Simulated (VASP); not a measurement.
A run of VASP 6.6.1 is set up as follows.

File INCAR:

```
SYSTEM = Al2Cu
  PREC = Accurate
  ENCUT = 520
  EDIFF = 1E-8
  ISMEAR = 0
  SIGMA = 0.15
  LREAL = .FALSE.
  LASPH = .TRUE.
  NELM = 80
  ALGO = Fast
  ISIF = 2
  LWAVE = .FALSE.
  LCHARG = .TRUE.
  GGA = PS
  IBRION = 8
  NSW = 1
```

KPOINTS

```
regular mesh
0
G
  14 14 14
  0 0 0
```

File POSCAR:

```
Al2Cu
1.0
   -2.0246107077      2.0246107077      2.8631594530
    2.0246107077     -2.0246107077      2.8631594530
    2.0246107077      2.0246107077     -2.8631594530
Al Cu
2 1
Direct
    0.7500000000      0.2500000000      0.5000000000
    0.2500000000      0.7500000000      0.5000000000
    0.5000000000      0.5000000000      0.0000000000
```

Potentials or basis: VASP PAW PBE potentials, release 64 (Al, Cu).

The run is started by

```bash
$ cat potpaw_PBE.64/Al/POTCAR potpaw_PBE.64/Cu/POTCAR > POTCAR
$ mpirun -np 1 vasp_std > vasp.out
```

Problem. Estimate the highest phonon frequency at Γ.

Solution. 289 cm⁻¹.

Problem. Estimate the most unstable mode.

Solution. 25i cm⁻¹.

Phonon frequencies in cm⁻¹ (negative: imaginary):
```csv
q point,frequencies
"(0.000, 0.000, 0.000)",-25 -25 -23 245 245 287 287 288 289
```

Caveat: some modes are imaginary.
